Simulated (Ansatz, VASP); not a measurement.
Two plane-wave programs on FeGe2

```
Fe Ge
1.0
    -2.95956    2.95956    2.45140
     2.95956   -2.95956    2.45140
     2.95956    2.95956   -2.45140
Fe Ge
2 4
Direct
  0.75000 0.75000 0.00000
  0.25000 0.25000 0.00000
  0.15489 0.65489 0.80979
  0.34511 0.15489 0.50000
  0.65489 0.84511 0.50000
  0.84511 0.34511 0.19021
```

Alike in both runs: task single point; functional PBEsol; k mesh 6 × 6 × 6; occupations gaussian, width 0.1 eV; collinear spin.

|  | VASP | Ansatz |
| --- | --- | --- |
| version | VASP 6.6.1 | Ansatz 0.2.0 |
| potentials or method | VASP PAW PBE potentials, release 64 (Fe, Ge_d), cutoff 520 eV | scalar-relativistic, plane waves, PAW |
| valence electrons in the cell | 72 | 88 |

```csv
,VASP,Ansatz,Ansatz less VASP
gap on the k mesh at the Fermi level (eV),none,none,-
pressure (GPa),-5.4,-5.5,-0.11
"traceless stress, the component that is largest in VASP (GPa)",1.97,1.97,-0.001
rms of the force components (eV/Å),0.079,0.076,-0.0029
net moment per atom (μB),0.39,0.39,+0.001
size of the moment on the site where the two differ most (μB),0.05,0.04,-0.009
```

VASP's potentials were made for PBE, not for PBEsol. Site moments also hang on the region over which each program counts them. Atom by atom the forces differ by 0.003 eV/Å (rms over components). A gap of «none» marks a metal or a gap that the smearing closes. The functional is the same, so the differences come from potentials, cutoffs and numerics. VASP's potentials hold 72 valence electrons a cell and Ansatz's 88, so a difference there can come from the potentials and not from the codes.
